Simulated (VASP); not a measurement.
Here is a VASP 6.6.1 calculation.

The input INCAR:

```
SYSTEM = InP
PREC = Accurate ; ENCUT = 600
EDIFF = 1E-6 ; ISMEAR = 0
SIGMA = 0.01 ; LREAL = .FALSE.
LASPH = .TRUE. ; NELM = 100
ALGO = Normal ; ISIF = 3
LWAVE = .FALSE. ; LCHARG = .FALSE.
GGA = CA ; IBRION = 2
NSW = 100 ; EDIFFG = -0.002
PSTRESS = 40.0
```

KPOINTS

```
Automatic mesh
0
G
  8 8 8
  0 0 0
```

POSCAR

```
InP
1.0
    0.0000000000      2.9136709973      2.9136709973
    2.9136709973      0.0000000000      2.9136709973
    2.9136709973      2.9136709973      0.0000000000
In P
1 1
Direct
    0.0000000000      0.0000000000      0.0000000000
    0.7500000000      0.7500000000      0.7500000000
```

Potentials or basis: VASP PAW LDA potentials, release 64 (In_d, P).

The run is started by

```console
$ cat potpaw_LDA.64/In_d/POTCAR potpaw_LDA.64/P/POTCAR > POTCAR
$ mpirun -np 1 vasp_std > vasp.out
```

**Question.** What does it give for the band gap on the k mesh?

**Answer.** 0.87 eV, direct.

**Question.** Estimate the relaxed cell.

**Answer.** a = 4.053 Å, b = 4.053 Å, c = 4.053 Å, α = 60.00°, β = 60.00°, γ = 60.00°.

**Question.** Estimate the space group after relaxing (to 0.05 Å).

**Answer.** F-43m (No. 216).

**Question.** What does it give for the relaxed volume?

**Answer.** 23.54 Å³/atom.

Final structure:
```
In P
1.0
     0.00000    2.86600    2.86600
     2.86600    0.00000    2.86600
     2.86600    2.86600    0.00000
In P
1 1
Direct
  0.00000 0.00000 0.00000
  0.75000 0.75000 0.75000
```

Caveat: the cell is relaxed towards a set pressure, so the enthalpy falls and the energy may rise; spin-orbit coupling is left out, which moves the levels of the heavy elements. LDA usually gives volumes a few per cent too small.
